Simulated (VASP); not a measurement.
# Ga (I4/mmm) in VASP: notebook

Ga is run at these levels: PBE; tasks: single point.

Everything below comes from runs of VASP 6.6.1. Logs are shortened: lines on timing, memory, paths and dates and some standing lists are left out, and cuts for length are marked.

**1. The cell of the first run**

Symmetry: I4/mmm, No. 139, tetragonal system. Conventional cell: a = 2.884 Å, b = 2.884 Å, c = 4.388 Å, α = 90.00°, β = 90.00°, γ = 90.00°. Within 3.8 Å of Ga (site symmetry 4/mmm) lie 12 Ga at 2.88 to 3.00 Å.

**2. Single point, PBE (In replaced by Ga, lengths x 0.915, strained)**

Contents of INCAR:

```
SYSTEM = Ga
ALGO     = Normal         ! electronic algorithm
EDIFF    = 1E-6           ! SCF threshold, eV
ENCUT    = 520            ! plane-wave cutoff, eV
GGA      = PE             ! functional
ISIF     = 2              ! what is computed and relaxed
ISMEAR   = 0              ! smearing method
LASPH    = .True.         ! aspherical terms in the spheres
LCHARG   = .False.        ! write CHGCAR
LREAL    = .False.        ! projectors in reciprocal space
LWAVE    = .False.        ! write WAVECAR
NBANDS   = 12             ! bands
NELM     = 60             ! most SCF steps
PREC     = Accurate       ! precision mode
SIGMA    = 0.1            ! smearing width, eV
```

Contents of KPOINTS:

```
k-points
0
Gamma
  8 8 8
  0 0 0
```

Contents of POSCAR:

```
Ga
1.0
   -1.4420869976      1.4420869976      2.1939249933
    1.4420869976     -1.4420869976      2.1939249933
    1.4420869976      1.4420869976     -2.1939249933
Ga
1
Direct
    0.0000000000      0.0000000000      0.0000000000
```

Potentials or basis: VASP PAW PBE potentials, release 64 (Ga_d).

Started as:

```sh
$ cat potpaw_PBE.64/Ga_d/POTCAR > POTCAR
$ mpirun -np 1 vasp_std > vasp.out
```

OUTCAR:

```text
SYSTEM = Ga
   EDIFF = 1E-6
   ENCUT = 520
   GGA = PE
   ISIF = 2
   ISMEAR = 0
   LASPH = .True.
   LREAL = .False.
   NELM = 60
   PREC = Accurate

 ion  position               nearest neighbor table
   1  0.000  0.000  0.000-

  LATTYP: Found a body centered tetragonal cell.
 ALAT       =     2.8841739952
 C/A-ratio  =     1.5213541187

  Lattice vectors:

 A1 = (  -1.4420869976,   1.4420869976,   2.1939249933)
 A2 = (   1.4420869976,  -1.4420869976,   2.1939249933)
 A3 = (   1.4420869976,   1.4420869976,  -2.1939249933)

Analysis of symmetry for initial positions (statically):
=====================================================================
 Subroutine PRICEL returns:
 Original cell was already a primitive cell.

 Routine SETGRP: Setting up the symmetry group for a
 body centered tetragonal supercell.

 Subroutine GETGRP returns: Found 16 space group operations
 (whereof 16 operations were pure point group operations)
 out of a pool of 16 trial point group operations.

The static configuration has the point symmetry D_4h.

Analysis of symmetry for dynamics (positions and initial velocities):
=====================================================================
 Subroutine PRICEL returns:
 Original cell was already a primitive cell.

 Routine SETGRP: Setting up the symmetry group for a
 body centered tetragonal supercell.

 Subroutine GETGRP returns: Found 16 space group operations
 (whereof 16 operations were pure point group operations)
 out of a pool of 16 trial point group operations.

The dynamic configuration has the point symmetry D_4h.

 Subroutine INISYM returns: Found 16 space group operations
 (whereof 16 operations are pure point group operations),
 and found     1 'primitive' translations

----------------------------------------------------------------------------------------

                                     Primitive cell

  volume of cell :      18.2501

  direct lattice vectors                    reciprocal lattice vectors
    -1.442086998  1.442086998  2.193924993     0.000000000  0.346719720  0.227902048
     1.442086998 -1.442086998  2.193924993     0.346719720  0.000000000  0.227902048
     1.442086998  1.442086998 -2.193924993     0.346719720  0.346719720  0.000000000

  length of vectors
     2.995419285  2.995419285  2.995419285     0.414914338  0.414914338  0.490335730

  position of ions in fractional coordinates (direct lattice)
     0.000000000  0.000000000  0.000000000

  ion indices of the primitive-cell ions
   primitive index   ion index
                 1           1

----------------------------------------------------------------------------------------

 KPOINTS: k-points

Automatic generation of k-mesh.
 Grid dimensions read from file:
 generate k-points for:    8    8    8

 Generating k-lattice:

  Cartesian coordinates                     Fractional coordinates (reciprocal lattice)
     0.000000000  0.043339965  0.028487756     0.125000000  0.000000000 -0.000000000
     0.043339965  0.000000000  0.028487756     0.000000000  0.125000000 -0.000000000
     0.043339965  0.043339965  0.000000000     0.000000000  0.000000000  0.125000000

  Length of vectors
     0.051864292  0.051864292  0.061291966

  Shift w.r.t. Gamma in fractional coordinates (k-lattice)
     0.000000000  0.000000000  0.000000000

 Subroutine IBZKPT returns following result:
 ===========================================

 Found     59 irreducible k-points:

 Following reciprocal coordinates:
            Coordinates               Weight
  0.000000  0.000000  0.000000      1.000000
  0.125000  0.000000 -0.000000      8.000000
  0.250000  0.000000 -0.000000      8.000000
  0.375000  0.000000  0.000000      8.000000
  0.500000  0.000000 -0.000000      4.000000
  0.125000  0.125000 -0.000000      8.000000
[... 16 lines left out ...]
  0.250000  0.125000  0.125000     16.000000
  0.375000  0.125000  0.125000      8.000000
 [... further k-points ...]
   k-points           NKPTS =     59   k-points in BZ     NKDIM =     59   number of bands    NBANDS=     12
   number of dos      NEDOS =    301   number of ions     NIONS =      1
   total plane-waves  NPLWV =  13824
   dimension x,y,z NGX =    24 NGY =   24 NGZ =   24
   dimension x,y,z NGXF=    48 NGYF=   48 NGZF=   48
   ions per type =               1
   NGX,Y,Z   is equivalent  to a cutoff of  13.32, 13.32, 13.32 a.u.
   NGXF,Y,Z  is equivalent  to a cutoff of  26.64, 26.64, 26.64 a.u.
 SYSTEM =  Ga
   PREC   = accura    normal or accurate (medium, high low for compatibility)
   ISTART =      0    job   : 0-new  1-cont  2-samecut
   ICHARG =      2    charge: 1-file 2-atom 10-const
   ISPIN  =      1    spin polarized calculation?
   LNONCOLLINEAR =      F non collinear calculations
   LSORBIT =      F    spin-orbit coupling
   LASPH  =      T    aspherical Exc in radial PAW
   ENCUT  =  520.0 eV  38.22 Ry    6.18 a.u.   5.57  5.57  5.57*2*pi/ulx,y,z
   NELM   =     60;   NELMIN=  2; NELMDL= -5     # of ELM steps
   EDIFF  = 0.1E-05   stopping-criterion for ELM
   LREAL  =      F    real-space projection
   EDIFFG = 0.1E-04   stopping-criterion for IOM
   NSW    =      0    number of steps for IOM
   IBRION =     -1    ionic relax: 0-MD 1-quasi-New 2-CG
   NFREE  =      0    steps in history (QN), initial steepest desc. (CG)
   ISIF   =      2    stress and relaxation
   ISYM   =      2    0-nonsym 1-usesym 2-fastsym
   POTIM  = 0.5000    time-step for ionic-motion
   TEBEG  =    0.0;   TEEND  =   0.0 temperature during run
   PSTRESS=    0.0 pullay stress
   NELECT =      13.0000    total number of electrons
   NUPDOWN=      -1.0000    fix difference up-down
   EMIN   =  10.00;   EMAX   =-10.00  energy-range for DOS
   EFERMI =   0.00;   METHOD = LEGACY
   ISMEAR =     0;   SIGMA  =   0.10  broadening in eV -4-tet -1-fermi 0-gaus
   EFERMI_NEDOS =   21; number of points for ismear=-14 and -15
   IALGO  =     38    algorithm
   IMIX   =      4    mixing-type and parameters
     AMIX     =   0.40;   BMIX     =  1.00
     AMIX_MAG =   1.60;   BMIX_MAG =  1.00
  volume/ion in A,a.u.               =      18.25       123.16
  Fermi-wavevector in a.u.,A,eV,Ry     =   1.462068  2.762909 29.084416  2.137644
  Thomas-Fermi vector in A             =   2.578326
   LORBIT       =      0    0 simple, 1 ext, 2 COOP (PROOUT), +10 PAW based schemes
   GGA     = PE    functional components
   LHFCALC =     F    Hartree Fock is set to
   AEXX    =    0.0000 exact exchange contribution
   IVDW    =     0    specifies the selected vdW correction
   LEPSILON=     F    determine dielectric tensor
   LRPA    =     F    only Hartree local field effects (RPA)
 non-spin polarized calculation
 Gauss-broadening in eV      SIGMA  =   0.10
  energy-cutoff  :      520.00
  volume of cell :       18.25
 maximum number of plane-waves:       506
 NGX is ok and might be reduce to    24
   NGX = 11   NGY = 11   NGZ = 11

 number of electron      13.0000000 magnetization

 Free energy of the ion-electron system (eV)
  ---------------------------------------------------
  ext. energy  EPLUGINS =         0.00000000
  ---------------------------------------------------
  free energy    TOTEN  =        -2.87816836 eV

  energy without entropy =       -2.87550044  energy(sigma->0) =       -2.87683440

 E-fermi :   5.8298     XC(G=0): -11.1871

 val. band max:        5.7974230892   @ k =  -0.3750   0.3750   0.2500
 cond. band min:       5.8724998604   @ k =   0.3750   0.3750   0.0000
 fundamental gap:      0.0750767712
 Fermi energy:         5.8298142186

 k-point     1 :       0.0000    0.0000    0.0000
  band No.  band energies     occupation
      1      -9.1175      2.00000
      2      -9.0411      2.00000
      3      -9.0411      2.00000
      4      -8.9761      2.00000
      5      -8.9005      2.00000
      6      -5.4318      2.00000
      7      18.4420      0.00000
      8      18.4420      0.00000
      9      18.5390      0.00000
     10      21.9649      0.00000
     11      22.0447      0.00000
     12      22.4500      0.00000

 k-point     2 :       0.1250    0.0000   -0.0000
  band No.  band energies     occupation
      1      -9.1038      2.00000
      2      -9.0448      2.00000
      3      -9.0242      2.00000
      4      -8.9705      2.00000
      5      -8.9069      2.00000
      6      -5.0181      2.00000
      7      14.6721      0.00000
      8      17.5472      0.00000
      9      17.9212      0.00000
     10      20.7008      0.00000
     11      22.9730      0.00000
     12      23.6032      0.00000

 k-point     3 :       0.2500    0.0000   -0.0000
  band No.  band energies     occupation
      1      -9.1058      2.00000
      2      -9.0636      2.00000
      3      -9.0058      2.00000
      4      -8.9205      2.00000
      5      -8.8998      2.00000
      6      -3.7612      2.00000
      7       9.5999      0.00000
      8      16.2146      0.00000
      9      17.2406      0.00000
     10      20.3106      0.00000
     11      21.2846      0.00000
     12      24.0260      0.00000

 k-point     4 :       0.3750    0.0000    0.0000
  band No.  band energies     occupation
      1      -9.1375      2.00000
      2      -9.0858      2.00000
      3      -9.0201      2.00000
      4      -8.8591      2.00000
      5      -8.8455      2.00000
      6      -1.6551      2.00000
      7       5.1144      2.00000
      8      15.3289      0.00000
      9      16.9274      0.00000
     10      19.6742      0.00000
     11      20.6733      0.00000
     12      22.2073      0.00000

 k-point     5 :       0.5000    0.0000   -0.0000
  band No.  band energies     occupation
      1      -9.1547      2.00000
      2      -9.0950      2.00000
      3      -9.0304      2.00000
      4      -8.8378      2.00000
      5      -8.8118      2.00000
      6       0.9067      2.00000
      7       1.7523      2.00000
      8      15.0242      0.00000
      9      16.8762      0.00000
     10      19.2620      0.00000
     11      20.9468      0.00000
     12      21.4909      0.00000
[... 228 lines left out ...]
      1      -9.2372      2.00000
      2      -9.1951      2.00000
      3      -8.8363      2.00000
      4      -8.8236      2.00000
      5      -8.7636      2.00000
      6       3.5307      2.00000
      7       4.1198      2.00000
      8      10.2608      0.00000
      9      10.8248      0.00000
     10      14.0923      0.00000
     11      14.1137      0.00000
     12      34.4528      0.00000

 k-point    22 :       0.1250    0.1250    0.1250
  band No.  band energies     occupation
      1      -9.1056      2.00000
      2      -9.0206      2.00000
      3      -8.9988      2.00000
      4      -8.9503      2.00000
      5      -8.8785      2.00000
      6      -2.5949      2.00000
      7      10.6068      0.00000
      8      10.6191      0.00000
      9      15.4048      0.00000
     10      19.0777      0.00000
     11      19.1475      0.00000
     12      22.5841      0.00000

 k-point    23 :       0.2500    0.1250    0.1250
  band No.  band energies     occupation
      1      -9.1008      2.00000
      2      -9.0559      2.00000
      3      -8.9959      2.00000
      4      -8.9210      2.00000
      5      -8.8438      2.00000
      6      -0.5055      2.00000
      7       6.2256      0.00000
      8      10.5834      0.00000
      9      13.3246      0.00000
     10      18.2039      0.00000
     11      20.5076      0.00000
     12      23.3583      0.00000

 k-point    24 :       0.3750    0.1250    0.1250
  band No.  band energies     occupation
      1      -9.0980      2.00000
      2      -9.0760      2.00000
      3      -8.9707      2.00000
      4      -8.9419      2.00000
      5      -8.8165      2.00000
      6       1.9455      2.00000
      7       2.9925      2.00000
      8      10.9671      0.00000
      9      12.1674      0.00000
     10      17.9234      0.00000
     11      20.2108      0.00000
     12      27.3579      0.00000

 [... further k-points ...]

------------------------ aborting loop because EDIFF is reached ----------------------------------------

  FORCE on cell =-STRESS in cart. coord.  units (eV):
  Direction    XX          YY          ZZ          XY          YZ          ZX
  --------------------------------------------------------------------------------------
  -------------------------------------------------------------------------------------
  Total       -0.0327130     -0.0327130      0.7229933      0.0000000     -0.0000000      0.0000000
  in kB       -2.8718815     -2.8718815     63.4717047      0.0000000     -0.0000000      0.0000000
  external PRESSURE =      19.2426472 kB  Pullay stress =       0.0000000 kB

 VOLUME and BASIS-vectors are now :
 -----------------------------------------------------------------------------
  energy-cutoff  :      520.00
  volume of cell :       18.25
      direct lattice vectors                 reciprocal lattice vectors
    -1.442086998  1.442086998  2.193924993     0.000000000  0.346719720  0.227902048
     1.442086998 -1.442086998  2.193924993     0.346719720  0.000000000  0.227902048
     1.442086998  1.442086998 -2.193924993     0.346719720  0.346719720  0.000000000

 POSITION                                       TOTAL-FORCE (eV/Angst)
 -----------------------------------------------------------------------------------
      0.00000      0.00000      0.00000         0.000000      0.000000     -0.000000
 -----------------------------------------------------------------------------------
    total drift:                               -0.000000      0.000000      0.000000

  FREE ENERGIE OF THE ION-ELECTRON SYSTEM (eV)
  ---------------------------------------------------
  free  energy   TOTEN  =        -2.8781683633 eV

  energy  without entropy=       -2.8755004370  energy(sigma->0) =       -2.87683440
```

Wall time 5.2 s (1 thread of Intel Xeon 6975P-C (Granite Rapids), shared host); peak memory 0.14 GiB.

What came out:

```
Free energy : -2.8782 eV
Pressure    : 1.9 GPa
```

Stress tensor (GPa, compression positive):
```
-0.29  0.00  0.00
 0.00 -0.29  0.00
 0.00  0.00  6.35
```

Caveat: the k points lie up to 0.39 Å⁻¹ apart; the cell differs from its parent crystal (In replaced by Ga, lengths x 0.915, strained).

**3. Single point, PBE (In replaced by Ga, lengths x 0.915, strained)**

Contents of INCAR:

```
SYSTEM = Ga
PREC = Accurate
ENCUT = 520
EDIFF = 1E-7
ISMEAR = 0
SIGMA = 0.1
LREAL = .False.
LASPH = .True.
NELM = 100
ALGO = Fast
ISIF = 2
LWAVE = .False.
LCHARG = .False.
GGA = PE
NBANDS = 12
```

Contents of KPOINTS:

```
regular mesh
0
Gamma
  20 20 20
  0 0 0
```

POSCAR is that of step 2.

Potentials or basis: VASP PAW PBE potentials, release 64 (Ga_d).

Started as:

```sh
$ cat potpaw_PBE.64/Ga_d/POTCAR > POTCAR
$ mpirun -np 1 vasp_std > vasp.out
```

OUTCAR:

```text
SYSTEM = Ga
   PREC = Accurate
   ENCUT = 520
   EDIFF = 1E-7
   ISMEAR = 0
   LREAL = .False.
   LASPH = .True.
   NELM = 100
   ISIF = 2
   GGA = PE

 ion  position               nearest neighbor table
   1  0.000  0.000  0.000-

  LATTYP: Found a body centered tetragonal cell.
 ALAT       =     2.8841739952
 C/A-ratio  =     1.5213541187

  Lattice vectors:

 A1 = (  -1.4420869976,   1.4420869976,   2.1939249933)
 A2 = (   1.4420869976,  -1.4420869976,   2.1939249933)
 A3 = (   1.4420869976,   1.4420869976,  -2.1939249933)

Analysis of symmetry for initial positions (statically):
=====================================================================
 Subroutine PRICEL returns:
 Original cell was already a primitive cell.

 Routine SETGRP: Setting up the symmetry group for a
 body centered tetragonal supercell.

 Subroutine GETGRP returns: Found 16 space group operations
 (whereof 16 operations were pure point group operations)
 out of a pool of 16 trial point group operations.

The static configuration has the point symmetry D_4h.

Analysis of symmetry for dynamics (positions and initial velocities):
[... 171 lines left out ...]
      5      -8.8936      2.00000
      6      -5.4308      2.00000
      7      18.4445      0.00000
      8      18.4445      0.00000
      9      18.5382      0.00000
     10      21.9652      0.00000
     11      22.0487      0.00000
     12      22.4492      0.00000
[... 331 lines left out ...]
 k-point    24 :      -0.3500    0.0500   -0.0000
  band No.  band energies     occupation
      1      -9.1188      2.00000
      2      -9.0700      2.00000
      3      -9.0103      2.00000
      4      -8.8840      2.00000
      5      -8.8533      2.00000
      6      -2.3597      2.00000
      7       6.5317      0.00000
      8      14.9814      0.00000
      9      16.8020      0.00000
     10      19.8862      0.00000
     11      21.2080      0.00000
     12      22.4666      0.00000

 [... further k-points ...]

------------------------ aborting loop because EDIFF is reached ----------------------------------------

  FORCE on cell =-STRESS in cart. coord.  units (eV):
  Direction    XX          YY          ZZ          XY          YZ          ZX
  --------------------------------------------------------------------------------------
  -------------------------------------------------------------------------------------
  Total        0.2313926      0.2313926      0.2005544      0.0000000      0.0000000      0.0000000
  in kB       20.3139990     20.3139990     17.6067023      0.0000000      0.0000000      0.0000000
  external PRESSURE =      19.4115667 kB  Pullay stress =       0.0000000 kB

 VOLUME and BASIS-vectors are now :
 -----------------------------------------------------------------------------
  energy-cutoff  :      520.00
  volume of cell :       18.25
      direct lattice vectors                 reciprocal lattice vectors
    -1.442086998  1.442086998  2.193924993     0.000000000  0.346719720  0.227902048
     1.442086998 -1.442086998  2.193924993     0.346719720  0.000000000  0.227902048
     1.442086998  1.442086998 -2.193924993     0.346719720  0.346719720  0.000000000

 POSITION                                       TOTAL-FORCE (eV/Angst)
 -----------------------------------------------------------------------------------
      0.00000      0.00000      0.00000         0.000000      0.000000      0.000000
 -----------------------------------------------------------------------------------
    total drift:                               -0.000000      0.000000      0.000000

  FREE ENERGIE OF THE ION-ELECTRON SYSTEM (eV)
  ---------------------------------------------------
  free  energy   TOTEN  =        -2.8831769404 eV

  energy  without entropy=       -2.8803497100  energy(sigma->0) =       -2.88176333
```

Run time: 54 s. Hardware: 1 thread of Intel Xeon 6975P-C (Granite Rapids), shared host; peak memory 0.25 GiB.

Results:

```yaml
Free_energy: -2.8832 eV
Pressure: 1.9 GPa
```

Levels at points of the mesh, in eV from the Fermi level:
```tsv
k point	band 4	band 5	band 6	band 7	band 8	band 9
(0.00, 0.00, 0.00)	-14.87	-14.79	-11.32	12.55	12.55	12.64
(0.50, 0.00, 0.00)	-14.73	-14.70	-4.99	-4.14	9.13	10.98
(0.50, 0.50, 0.00)	-14.71	-14.65	-2.36	-1.77	4.37	4.93
(0.50, 0.50, 0.50)	-14.69	-14.69	-3.30	-3.25	5.86	5.86
```

Caveat: the cell differs from its parent crystal (In replaced by Ga, lengths x 0.915, strained).
